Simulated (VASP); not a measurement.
Set up this calculation in VASP 6.6.1, as the native input.

* Task: single point
* Functional: PBEsol
* Potentials or basis: VASP PAW PBE potentials, release 64 (Ni)
* Cutoff: 520 eV
* k mesh: 24 × 24 × 24
* Occupations: methfessel-paxton, width 0.1 eV
* Spin: collinear spin, ferromagnetic start
* Starting moments: [0.7] μB
* Dipole correction: no
* Further INCAR settings: ALGO = Normal; EDIFF = 1e-07; NBANDS = 15

The structure of Ni lies in POSCAR:

```
Ni
1.0
    0.0000000000      1.7316504152      1.7316504152
    1.7316504152      0.0000000000      1.7316504152
    1.7316504152      1.7316504152      0.0000000000
Ni
1
Direct
    0.0000000000      0.0000000000      0.0000000000
```

One way to write it, as run:

INCAR

```
SYSTEM = Ni
PREC = Accurate
ENCUT = 520
EDIFF = 1E-7
ISMEAR = 1
SIGMA = 0.1
LREAL = .FALSE.
LASPH = .TRUE.
NELM = 150
ALGO = Normal
ISIF = 2
LWAVE = .FALSE.
LCHARG = .FALSE.
ISPIN = 2
MAGMOM = 0.7
LORBIT = 11
LMAXMIX = 4
GGA = PS
NBANDS = 15
```

KPOINTS

```
regular mesh
0
G
  24 24 24
  0 0 0
```

Potentials or basis: VASP PAW PBE potentials, release 64 (Ni).

Run with:

```sh
$ cat potpaw_PBE.64/Ni/POTCAR > POTCAR
$ mpirun -np 1 vasp_std > vasp.out
```

Results of the run:

```
Pressure                                              : -0.1 GPa
Net moment                                            : 0.63 μB per cell
Site moments                                          : Ni +0.63 μB
Valence electrons inside the program's atomic spheres : Ni 9.40
```

Caveat: the PAW data sets were made with another functional, which shifts forces and pressure a little.

It took 57 s on 1 thread of Intel(R) Xeon(R) 6975P-C (Granite Rapids), with other jobs on the host, peak memory 0.2 GiB.
